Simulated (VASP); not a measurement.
# SnO (R-3m) in VASP: single point with r2SCAN

Aim: the single point of SnO with r2SCAN.

Everything below comes from runs of VASP 6.6.1. Logs are shortened: lines on timing, memory, paths and dates and some standing lists are left out, and cuts for length are marked.

### Step 1. The cell of the first run

The structure is trigonal, space group R-3m (No. 166). The conventional cell has a = 3.764 Å, b = 3.764 Å, c = 8.188 Å, α = 90.00°, β = 90.00°, γ = 120.00°. Sn (site symmetry -3m) has 6 O at 2.57 Å within 3.4 Å. O (site symmetry -3m) has 6 Sn at 2.57 Å within 3.4 Å.

### Step 2. Single point, r2SCAN (epitaxial 111 strain +4.9%)

POSCAR reads:

```
SnO
1.0
   -0.1983989260      2.4628860204      2.4628860204
    2.4628860204     -0.1983989260      2.4628860204
    2.4628860204      2.4628860204     -0.1983989260
Sn O
1 1
Direct
    0.0000000000      0.0000000000      0.0000000000
    0.5000000000      0.5000000000      0.5000000000
```

INCAR.step1 reads:

```
PREC     = Accurate       # precision mode
ENCUT    = 520            # plane-wave cutoff, eV
ISMEAR   = -1             # smearing method
SIGMA    = 0.02           # smearing width, eV
LREAL    = False          # projectors in reciprocal space
LASPH    = True           # aspherical terms in the spheres
NELM     = 60             # most SCF steps
NBANDS   = 17             # bands
GGA      = PE             # functional
ALGO     = Normal         # electronic algorithm
EDIFF    = 1E-4           # SCF threshold, eV
LWAVE    = True           # write WAVECAR
LCHARG   = False          # write CHGCAR
```

INCAR.step2 reads:

```
PREC     = Accurate       # precision mode
ENCUT    = 520            # plane-wave cutoff, eV
EDIFF    = 1E-6           # SCF threshold, eV
ISMEAR   = -1             # smearing method
SIGMA    = 0.02           # smearing width, eV
LREAL    = False          # projectors in reciprocal space
LASPH    = True           # aspherical terms in the spheres
NELM     = 60             # most SCF steps
ALGO     = Normal         # electronic algorithm
ISIF     = 2              # what is computed and relaxed
LWAVE    = False          # write WAVECAR
LCHARG   = False          # write CHGCAR
METAGGA  = R2SCAN         # meta-GGA
LMIXTAU  = True         
NBANDS   = 17             # bands
ISTART   = 1
```

KPOINTS reads:

```
Automatic mesh
0
Gamma
  8 8 8
```

Potentials or basis: VASP PAW PBE potentials, release 64 (Sn_d, O).

The run is started by

```sh
> cat potpaw_PBE.64/Sn_d/POTCAR potpaw_PBE.64/O/POTCAR > POTCAR
> cp INCAR.step1 INCAR
> mpirun -np 1 vasp_std > vasp.out
> cp INCAR.step2 INCAR
> mpirun -np 1 vasp_std > vasp.out
```

OUTCAR:

```text
PREC = Accurate
   ENCUT = 520
   EDIFF = 1E-6
   ISMEAR = -1
   LREAL = False
   LASPH = True
   NELM = 60
   ISIF = 2
   METAGGA = R2SCAN
   ISTART = 1

 ion  position               nearest neighbor table
   1  0.000  0.000  0.000-   2 2.57   2 2.57   2 2.57   2 2.57   2 2.57   2 2.57
   2  0.500  0.500  0.500-   1 2.57   1 2.57   1 2.57   1 2.57   1 2.57   1 2.57

  LATTYP: Found a trigonal (rhomboedric) cell.
 ALAT       =     3.4886927685
 COS(alpha) =     0.4180880113

  Lattice vectors:

 A1 = (  -0.1983989260,   2.4628860204,   2.4628860204)
 A2 = (   2.4628860204,  -0.1983989260,   2.4628860204)
 A3 = (   2.4628860204,   2.4628860204,  -0.1983989260)

Analysis of symmetry for initial positions (statically):
=====================================================================
 Subroutine PRICEL returns:
 Original cell was already a primitive cell.

 Routine SETGRP: Setting up the symmetry group for a
 trigonal (rhombohedral) supercell.

 Subroutine GETGRP returns: Found 12 space group operations
 (whereof 12 operations were pure point group operations)
 out of a pool of 12 trial point group operations.

The static configuration has the point symmetry D_3d.

Analysis of symmetry for dynamics (positions and initial velocities):
=====================================================================
 Subroutine PRICEL returns:
 Original cell was already a primitive cell.

 Routine SETGRP: Setting up the symmetry group for a
 trigonal (rhombohedral) supercell.

 Subroutine GETGRP returns: Found 12 space group operations
 (whereof 12 operations were pure point group operations)
 out of a pool of 12 trial point group operations.

The dynamic configuration has the point symmetry D_3d.

 Subroutine INISYM returns: Found 12 space group operations
 (whereof 12 operations are pure point group operations),
 and found     1 'primitive' translations

----------------------------------------------------------------------------------------

                                     Primitive cell

  volume of cell :      33.4813

  direct lattice vectors                    reciprocal lattice vectors
    -0.198398926  2.462886020  2.462886020    -0.179994233  0.195764101  0.195764101
     2.462886020 -0.198398926  2.462886020     0.195764101 -0.179994233  0.195764101
     2.462886020  2.462886020 -0.198398926     0.195764101  0.195764101 -0.179994233

  length of vectors
     3.488692768  3.488692768  3.488692768     0.330219761  0.330219761  0.330219761

  position of ions in fractional coordinates (direct lattice)
     0.000000000  0.000000000  0.000000000
     0.500000000  0.500000000  0.500000000

  ion indices of the primitive-cell ions
   primitive index   ion index
                 1           1
                 2           2

----------------------------------------------------------------------------------------

 KPOINTS: Automatic mesh

Automatic generation of k-mesh.
 Grid dimensions read from file:
 generate k-points for:    8    8    8

 Generating k-lattice:

  Cartesian coordinates                     Fractional coordinates (reciprocal lattice)
    -0.022499279  0.024470513  0.024470513     0.125000000  0.000000000  0.000000000
     0.024470513 -0.022499279  0.024470513     0.000000000  0.125000000  0.000000000
     0.024470513  0.024470513 -0.022499279     0.000000000  0.000000000  0.125000000

  Length of vectors
     0.041277470  0.041277470  0.041277470

  Shift w.r.t. Gamma in fractional coordinates (k-lattice)
     0.000000000  0.000000000  0.000000000

 Subroutine IBZKPT returns following result:
 ===========================================

 Found     65 irreducible k-points:

 Following reciprocal coordinates:
            Coordinates               Weight
  0.000000  0.000000  0.000000      1.000000
  0.125000  0.000000  0.000000      6.000000
  0.250000  0.000000  0.000000      6.000000
  0.375000  0.000000  0.000000      6.000000
  0.500000  0.000000  0.000000      3.000000
  0.125000  0.125000  0.000000      6.000000
[... 16 lines left out ...]
  0.250000  0.125000  0.125000      6.000000
  0.375000  0.125000  0.125000      6.000000
 [... further k-points ...]
   k-points           NKPTS =     65   k-points in BZ     NKDIM =     65   number of bands    NBANDS=     17
   number of dos      NEDOS =    301   number of ions     NIONS =      2
   total plane-waves  NPLWV =  21952
   dimension x,y,z NGX =    28 NGY =   28 NGZ =   28
   dimension x,y,z NGXF=    56 NGYF=   56 NGZF=   56
   ions per type =               1   1
   NGX,Y,Z   is equivalent  to a cutoff of  13.34, 13.34, 13.34 a.u.
   NGXF,Y,Z  is equivalent  to a cutoff of  26.69, 26.69, 26.69 a.u.
 SYSTEM =  unknown system
   PREC   = accura    normal or accurate (medium, high low for compatibility)
   ISTART =      1    job   : 0-new  1-cont  2-samecut
   ICHARG =      0    charge: 1-file 2-atom 10-const
   ISPIN  =      1    spin polarized calculation?
   LNONCOLLINEAR =      F non collinear calculations
   LSORBIT =      F    spin-orbit coupling
   LASPH  =      T    aspherical Exc in radial PAW
   ENCUT  =  520.0 eV  38.22 Ry    6.18 a.u.   6.49  6.49  6.49*2*pi/ulx,y,z
   NELM   =     60;   NELMIN=  2; NELMDL=  0     # of ELM steps
   EDIFF  = 0.1E-05   stopping-criterion for ELM
   LREAL  =      F    real-space projection
   EDIFFG = 0.1E-04   stopping-criterion for IOM
   NSW    =      0    number of steps for IOM
   IBRION =     -1    ionic relax: 0-MD 1-quasi-New 2-CG
   NFREE  =      0    steps in history (QN), initial steepest desc. (CG)
   ISIF   =      2    stress and relaxation
   ISYM   =      2    0-nonsym 1-usesym 2-fastsym
   POTIM  = 0.5000    time-step for ionic-motion
   TEBEG  =    0.0;   TEEND  =   0.0 temperature during run
   PSTRESS=    0.0 pullay stress
   NELECT =      20.0000    total number of electrons
   NUPDOWN=      -1.0000    fix difference up-down
   EMIN   =  10.00;   EMAX   =-10.00  energy-range for DOS
   EFERMI =   0.00;   METHOD = LEGACY
   ISMEAR =    -1;   SIGMA  =   0.02  broadening in eV -4-tet -1-fermi 0-gaus
   EFERMI_NEDOS =   21; number of points for ismear=-14 and -15
   IALGO  =     38    algorithm
   IMIX   =      4    mixing-type and parameters
     AMIX     =   0.40;   BMIX     =  1.00
     AMIX_MAG =   1.60;   BMIX_MAG =  1.00
  volume/ion in A,a.u.               =      16.74       112.97
  Fermi-wavevector in a.u.,A,eV,Ry     =   1.378745  2.605450 25.863829  1.900938
  Thomas-Fermi vector in A             =   2.503778
   LORBIT       =      0    0 simple, 1 ext, 2 COOP (PROOUT), +10 PAW based schemes
   METAGGA = R2SCAN    functional components
   LHFCALC =     F    Hartree Fock is set to
   AEXX    =    0.0000 exact exchange contribution
   IVDW    =     0    specifies the selected vdW correction
   LEPSILON=     F    determine dielectric tensor
   LRPA    =     F    only Hartree local field effects (RPA)
 non-spin polarized calculation
  energy-cutoff  :      520.00
  volume of cell :       33.48
 maximum number of plane-waves:       916
 NGX is ok and might be reduce to    28
   NGX = 13   NGY = 13   NGZ = 13

 number of electron      20.0000007 magnetization

 Free energy of the ion-electron system (eV)
  ---------------------------------------------------
  ext. energy  EPLUGINS =         0.00000000
  ---------------------------------------------------
  free energy    TOTEN  =       -32.20844332 eV

  energy without entropy =      -32.20844323  energy(sigma->0) =      -32.20844328

 E-fermi :   7.4909     XC(G=0): -11.3828

 val. band max:        7.2402506595   @ k =   0.5000   0.1250   0.0000
 cond. band min:       7.7274525150   @ k =   0.5000   0.5000   0.3750
 fundamental gap:      0.4872018555
 Fermi energy:         7.4909077558

 k-point     1 :       0.0000    0.0000    0.0000
  band No.  band energies     occupation
      1     -14.9102      2.00000
      2     -14.9102      2.00000
      3     -14.8778      2.00000
      4     -14.8118      2.00000
      5     -14.8118      2.00000
      6     -12.1819      2.00000
[... 9 lines left out ...]
     16      19.1592      0.00000
     17      19.8628      0.00000

 k-point     2 :       0.1250    0.0000    0.0000
  band No.  band energies     occupation
      1     -14.9094      2.00000
      2     -14.9035      2.00000
      3     -14.8734      2.00000
      4     -14.8137      2.00000
      5     -14.8130      2.00000
      6     -12.1098      2.00000
[... 9 lines left out ...]
     16      19.4491      0.00000
     17      21.3919      0.00000

 k-point     3 :       0.2500    0.0000    0.0000
  band No.  band energies     occupation
      1     -14.9106      2.00000
      2     -14.8975      2.00000
      3     -14.8561      2.00000
      4     -14.8148      2.00000
      5     -14.8126      2.00000
      6     -11.9280      2.00000
[... 9 lines left out ...]
     16      20.7913      0.00000
     17      23.3051      0.00000

 k-point     4 :       0.3750    0.0000    0.0000
  band No.  band energies     occupation
      1     -14.9163      2.00000
      2     -14.8980      2.00000
      3     -14.8450      2.00000
      4     -14.8077      2.00000
      5     -14.8037      2.00000
      6     -11.7344      2.00000
[... 9 lines left out ...]
     16      21.7392      0.00000
     17      23.0890      0.00000
[... 343 lines left out ...]
      1     -14.8939      2.00000
      2     -14.8939      2.00000
      3     -14.8801      2.00000
      4     -14.8198      2.00000
      5     -14.8198      2.00000
      6     -12.0913      2.00000
[... 9 lines left out ...]
     16      18.0744      0.00000
     17      22.5012      0.00000

 k-point    23 :       0.2500    0.1250    0.1250
  band No.  band energies     occupation
      1     -14.8932      2.00000
      2     -14.8912      2.00000
      3     -14.8595      2.00000
      4     -14.8299      2.00000
      5     -14.8224      2.00000
      6     -11.9668      2.00000
[... 9 lines left out ...]
     16      19.8075      0.00000
     17      23.5916      0.00000

 k-point    24 :       0.3750    0.1250    0.1250
  band No.  band energies     occupation
      1     -14.8967      2.00000
      2     -14.8932      2.00000
      3     -14.8474      2.00000
      4     -14.8271      2.00000
      5     -14.8206      2.00000
      6     -11.7632      2.00000
[... 9 lines left out ...]
     16      20.7906      0.00000
     17      24.2796      0.00000

 [... further k-points ...]

------------------------ aborting loop because EDIFF is reached ----------------------------------------

  FORCE on cell =-STRESS in cart. coord.  units (eV):
  Direction    XX          YY          ZZ          XY          YZ          ZX
  --------------------------------------------------------------------------------------
  -------------------------------------------------------------------------------------
  Total       -0.6882894     -0.6882894     -0.6882894      0.3533270      0.3533270      0.3533270
  in kB      -32.9366209    -32.9366209    -32.9366209     16.9077077     16.9077077     16.9077077
  external PRESSURE =     -32.9366209 kB  Pullay stress =       0.0000000 kB

 VOLUME and BASIS-vectors are now :
 -----------------------------------------------------------------------------
  energy-cutoff  :      520.00
  volume of cell :       33.48
      direct lattice vectors                 reciprocal lattice vectors
    -0.198398926  2.462886020  2.462886020    -0.179994233  0.195764101  0.195764101
     2.462886020 -0.198398926  2.462886020     0.195764101 -0.179994233  0.195764101
     2.462886020  2.462886020 -0.198398926     0.195764101  0.195764101 -0.179994233

 POSITION                                       TOTAL-FORCE (eV/Angst)
 -----------------------------------------------------------------------------------
      0.00000      0.00000      0.00000         0.000000      0.000000     -0.000000
      2.36369      2.36369      2.36369        -0.000000     -0.000000      0.000000
 -----------------------------------------------------------------------------------
    total drift:                                0.000000      0.000000      0.000000

  FREE ENERGIE OF THE ION-ELECTRON SYSTEM (eV)
  ---------------------------------------------------
  free  energy   TOTEN  =       -32.2084433221 eV

  energy  without entropy=      -32.2084432316  energy(sigma->0) =      -32.20844328
```

Run time: 88 s. Hardware: 1 thread of Intel Xeon 6975P-C (Granite Rapids), shared host; peak memory 0.18 GiB.

What came out:

```yaml
Free_energy: -32.2084 eV
Pressure: -3.3 GPa
Band_gap_on_the_k_mesh: 0.49 eV, indirect (least direct gap 0.77 eV)
```

Levels at points of the mesh, in eV from the valence-band top:
```tsv
k point	band 7	band 8	band 9	band 10	band 11	band 12	band 13	band 14
(0.00, 0.00, 0.00)	-6.74	-3.38	-3.38	-2.80	7.95	7.95	8.02	9.95
(0.50, 0.00, 0.00)	-8.56	-3.03	-2.78	-0.38	0.84	4.88	5.56	10.70
(0.50, 0.50, 0.00)	-6.27	-4.62	-4.58	-3.88	3.69	5.86	5.96	6.86
(0.50, 0.50, 0.50)	-7.56	-3.21	-3.21	-0.91	0.86	3.65	3.65	9.53
```

Caveat: the cell differs from its parent crystal (epitaxial 111 strain +4.9%); the PAW data sets were made with another functional, which shifts forces and pressure a little; spin-orbit coupling is left out, which moves the levels of the heavy elements.
